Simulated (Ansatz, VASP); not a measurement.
# Au in VASP and in Ansatz

```
Au
1.0
     2.50093    0.00000    0.00000
     0.00000    2.50093    0.00000
     0.00000    0.00000    2.50093
Au
1
Direct
  0.00000 0.00000 0.00000
```

Change from the starting cell: volume scaled by 0.8, LAPW.

Alike in both runs: task single point; functional PBEsol; k mesh 14 × 14 × 14; occupations fermi-dirac, width 0.08 eV; no spin polarisation.

|  | VASP | Ansatz |
| --- | --- | --- |
| version | VASP 6.6.1 | Ansatz 0.2.0 |
| potentials or method | VASP PAW PBE potentials, release 64 (Au), cutoff 520 eV | all-electron LAPW, scalar-relativistic |

VASP gave:

```
pressure (GPa) : 54.5
```

Task: What did Ansatz give for the same quantities?

Result: Pressure (GPa): 54.9.

VASP's potentials were made for PBE, not for PBEsol. Both programs put the cell under a high pressure, so it lies far from rest at this level. Ansatz ran all-electron here, and VASP with PAW potentials.

Spin-orbit coupling is off throughout.
